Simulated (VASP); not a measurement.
# NaH (rocksalt type) (Fm-3m) in VASP: further runs, part 2 of 2

VASP 6.6.1.

**3. Single point, PBE**

This run uses another cell than the first one, of 14.09 Å³/atom, 1.063 times its volume.

INCAR

```
PREC = Accurate ; ENCUT = 520
EDIFF = 1E-7 ; ISMEAR = -1
SIGMA = 0.08 ; LREAL = F
LASPH = T ; NELM = 80
ALGO = Normal ; ISIF = 2
LWAVE = F ; LCHARG = F
GGA = PE ; NBANDS = 11
```

KPOINTS

```
regular mesh
0
Gamma
  12 12 12
```

POSCAR

```
NaH
1.0
    0.0000000000      2.4155554168      2.4155554168
    2.4155554168      0.0000000000      2.4155554168
    2.4155554168      2.4155554168      0.0000000000
Na H
1 1
Direct
    0.0000000000      0.0000000000      0.0000000000
    0.5000000000      0.5000000000      0.5000000000
```

Potentials or basis: VASP PAW PBE potentials, release 64 (Na_pv, H).

The run is started by

```console
cat potpaw_PBE.64/Na_pv/POTCAR potpaw_PBE.64/H/POTCAR > POTCAR
mpirun -np 1 vasp_std > vasp.out
```

OUTCAR:

```text
PREC = Accurate
   ENCUT = 520
   EDIFF = 1E-7
   ISMEAR = -1
   LREAL = F
   LASPH = T
   NELM = 80
   ISIF = 2
   GGA = PE

 ion  position               nearest neighbor table
   1  0.000  0.000  0.000-
   2  0.500  0.500  0.500-

  LATTYP: Found a face centered cubic cell.
 ALAT       =     4.8311108336

  Lattice vectors:

 A1 = (   0.0000000000,   2.4155554168,   2.4155554168)
 A2 = (   2.4155554168,   0.0000000000,   2.4155554168)
 A3 = (   2.4155554168,   2.4155554168,   0.0000000000)

Analysis of symmetry for initial positions (statically):
=====================================================================
 Subroutine PRICEL returns:
 Original cell was already a primitive cell.

 Routine SETGRP: Setting up the symmetry group for a
 face centered cubic supercell.

 Subroutine GETGRP returns: Found 48 space group operations
 (whereof 48 operations were pure point group operations)
 out of a pool of 48 trial point group operations.

The static configuration has the point symmetry O_h .

[... 168 lines left out ...]
  band No.  band energies     occupation
      1     -23.2116      2.00000
      2     -23.2116      2.00000
      3     -23.2116      2.00000
      4      -4.7309      2.00000
      5       9.3150      0.00000
      6      14.4979      0.00000
      7      14.4979      0.00000
      8      14.4979      0.00000
      9      15.3579      0.00000
     10      15.3579      0.00000
     11      15.3579      0.00000
[... 309 lines left out ...]
 k-point    24 :      -0.4167    0.1667    0.0000
  band No.  band energies     occupation
      1     -23.2958      2.00000
      2     -23.2391      2.00000
      3     -23.2262      2.00000
      4      -1.7719      2.00000
      5       3.1836      0.00000
      6       7.3800      0.00000
      7      11.4591      0.00000
      8      12.3455      0.00000
      9      15.8560      0.00000
     10      16.9384      0.00000
     11      20.5702      0.00000

 [... further k-points ...]

------------------------ aborting loop because EDIFF is reached ----------------------------------------

  FORCE on cell =-STRESS in cart. coord.  units (eV):
  Direction    XX          YY          ZZ          XY          YZ          ZX
  --------------------------------------------------------------------------------------
  -------------------------------------------------------------------------------------
  Total       -0.0033588     -0.0033588     -0.0033588     -0.0000000     -0.0000000      0.0000000
  in kB       -0.1909039     -0.1909039     -0.1909039     -0.0000000     -0.0000000      0.0000000
  external PRESSURE =      -0.1909039 kB  Pullay stress =       0.0000000 kB

 VOLUME and BASIS-vectors are now :
 -----------------------------------------------------------------------------
  energy-cutoff  :      520.00
  volume of cell :       28.19
      direct lattice vectors                 reciprocal lattice vectors
     0.000000000  2.415555417  2.415555417    -0.206991732  0.206991732  0.206991732
     2.415555417  0.000000000  2.415555417     0.206991732 -0.206991732  0.206991732
     2.415555417  2.415555417  0.000000000     0.206991732  0.206991732 -0.206991732

 POSITION                                       TOTAL-FORCE (eV/Angst)
 -----------------------------------------------------------------------------------
      0.00000      0.00000      0.00000         0.000000     -0.000000     -0.000000
      2.41556      2.41556      2.41556        -0.000000      0.000000      0.000000
 -----------------------------------------------------------------------------------
    total drift:                               -0.000000     -0.000000      0.000000

  FREE ENERGIE OF THE ION-ELECTRON SYSTEM (eV)
  ---------------------------------------------------
  free  energy   TOTEN  =        -5.0876147775 eV

  energy  without entropy=       -5.0876147774  energy(sigma->0) =       -5.08761478
```

stdout:

```text
POSCAR found type information on POSCAR NaH
 POSCAR found :  2 types and       2 ions
 scaLAPACK will be used
 LDA part: xc-table for (Slater+PW92), standard interpolation
 POSCAR, INCAR and KPOINTS ok, starting setup
 FFT: planning ... GRIDC
 FFT: planning ... GRID_SOFT
 FFT: planning ... GRID
 WAVECAR not read
 entering main loop
```

It took 10 s on 1 thread of Intel Xeon 6975P-C (Granite Rapids), shared host; peak memory 0.15 GiB.

What came out:

```
Free energy            : -5.0876 eV
Pressure               : 0.0 GPa
Band gap on the k mesh : 3.76 eV, indirect (least direct gap 4.62 eV)
```

A k mesh can miss the band edges. A hybrid or GW would open this gap; PBE tends to underestimate it.

**4. Single point, PBE**

This run uses another cell than the first one, of 14.09 Å³/atom, 1.063 times its volume.

INCAR

```
SYSTEM = NaH
PREC = Accurate ; ENCUT = 520
EDIFF = 1E-6 ; ISMEAR = -1
SIGMA = 0.08 ; LREAL = .False.
LASPH = .True. ; NELM = 80
ALGO = Normal ; ISIF = 2
LWAVE = .False. ; LCHARG = .False.
GGA = PE ; NBANDS = 11
```

KPOINTS

```
regular mesh
0
Gamma
  12 12 12
  0 0 0
```

POSCAR is that of step 3.

The run is started by

```console
cat potpaw_PBE.64/Na_pv/POTCAR potpaw_PBE.64/H/POTCAR > POTCAR
mpirun -np 1 vasp_std > vasp.out
```

Run time: 9.5 s. Hardware: 1 thread of Intel Xeon 6975P-C (Granite Rapids), shared host; peak memory 0.16 GiB.

The run converged. Its results:

```yaml
Free_energy: -5.0876 eV
Pressure: 0.0 GPa
Band_gap_on_the_k_mesh: 3.76 eV, indirect (least direct gap 4.62 eV)
```

Levels at points of the mesh, in eV from the valence-band top:
```
           k point  band 2  band 3  band 4  band 5  band 6  band 7
(0.00, 0.00, 0.00)  -22.10  -22.10   -3.62   10.43   15.61   15.61
(0.50, 0.00, 0.00)  -22.11  -22.11   -0.86    3.76   10.79   13.39
(0.50, 0.50, 0.00)  -22.13  -22.13   -0.18    4.64   10.04   10.68
```

A k mesh can miss the band edges. Expect the measured gap to be larger: semilocal functionals such as PBE lack the derivative discontinuity.

**5. Single point, PBE (volume scaled by 0.98)**

INCAR

```
SYSTEM = NaH
PREC = Accurate
ENCUT = 520
EDIFF = 1E-7
ISMEAR = -1
SIGMA = 0.08
LREAL = .FALSE.
LASPH = .TRUE.
NELM = 60
ALGO = Normal
ISIF = 2
LWAVE = .FALSE.
LCHARG = .FALSE.
GGA = PE
NBANDS = 11
```

KPOINTS

```
regular mesh
0
G
  12 12 12
  0 0 0
```

POSCAR

```
NaH
1.0
    0.0000000000      2.3993431470      2.3993431470
    2.3993431470      0.0000000000      2.3993431470
    2.3993431470      2.3993431470      0.0000000000
Na H
1 1
Direct
    0.0000000000      0.0000000000      0.0000000000
    0.5000000000      0.5000000000      0.5000000000
```

The run is started by

```console
cat potpaw_PBE.64/Na_pv/POTCAR potpaw_PBE.64/H/POTCAR > POTCAR
mpirun -np 1 vasp_std > vasp.out
```

It took 9.9 s on 1 thread of Intel Xeon 6975P-C (Granite Rapids), shared host; peak memory 0.15 GiB.

Results (log left out):

```
Free energy            : -5.0866 eV
Pressure               : 0.5 GPa
Band gap on the k mesh : 3.80 eV, indirect (least direct gap 4.66 eV)
```

Levels at points of the mesh, in eV from the valence-band top:
| k point | band 1 | band 2 | band 3 | band 4 | band 5 | band 6 | band 7 | band 8 |
| --- | --- | --- | --- | --- | --- | --- | --- | --- |
| (0.00, 0.00, 0.00) | -22.07 | -22.07 | -22.07 | -3.68 | 10.61 | 15.76 | 15.76 | 15.76 |
| (0.50, 0.00, 0.00) | -22.17 | -22.08 | -22.08 | -0.87 | 3.80 | 10.93 | 13.51 | 13.51 |
| (0.50, 0.50, 0.00) | -22.16 | -22.10 | -22.10 | -0.18 | 4.68 | 10.11 | 10.80 | 10.80 |

Caveat: the cell differs from its parent crystal (volume scaled by 0.98).

**6. The runs side by side**

```tsv
cell	gap on the mesh (eV)	pressure (GPa)
a = 3.347 Å, angles 60.0°, 2 atoms	3.87	1.6
a = 3.416 Å, angles 60.0°, 2 atoms	3.76	0.0
a = 3.393 Å, angles 60.0°, 2 atoms	3.80	0.5
```

Alike in all rows: task single point; level PBE; potentials or basis VASP PAW PBE potentials, release 64 (Na_pv, H); no spin polarisation; k mesh 12 × 12 × 12; cutoff (eV) 520; smearing fermi-dirac 0.08 eV.

Total energies depend on the potentials used, so only differences within one code and one set of settings carry meaning.
